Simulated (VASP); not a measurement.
Here is a VASP 6.6.1 calculation.

Contents of INCAR:

```
SYSTEM = Al2Cu
ALGO = Normal
EDIFF = 1E-7
EDIFFG = -0.03
ENCUT = 600
GGA = PS
IBRION = 2
ISIF = 8
ISMEAR = -1
LASPH = .TRUE.
LCHARG = .FALSE.
LREAL = .FALSE.
LWAVE = .FALSE.
NELM = 80
NSW = 80
PREC = Accurate
SIGMA = 0.1
```

Contents of KPOINTS:

```
k-points
0
G
  9 9 9
  0 0 0
```

File POSCAR:

```
Al2Cu
1.0
    4.0463910000      0.0000000000      0.0000000000
   -0.0286189634      4.0462897919      0.0000000000
   -2.0088859554     -2.0231448326      2.8713311075
Al Cu
2 1
Direct
    0.7500000000      0.2500000000      0.5000000000
    0.2500000000      0.7500000000      0.5000000000
    0.5000000000      0.5000000000      0.0000000000
```

Potentials or basis: VASP PAW PBE potentials, release 64 (Al, Cu).

Launch:

```sh
$ cat potpaw_PBE.64/Al/POTCAR potpaw_PBE.64/Cu/POTCAR > POTCAR
$ mpirun -np 1 vasp_std > vasp.out
```

What does it give for the band gap on the k mesh?

Zero (an odd number of electrons rules out a gap without spin polarisation).

Stress tensor (GPa, compression positive):
```
0.26 0.25 0.00
0.25 0.27 0.00
0.00 0.00 0.02
```

Caveat: the relaxation stopped at its first step, so nothing moved; the PAW data sets were made with another functional, which shifts forces and pressure a little.
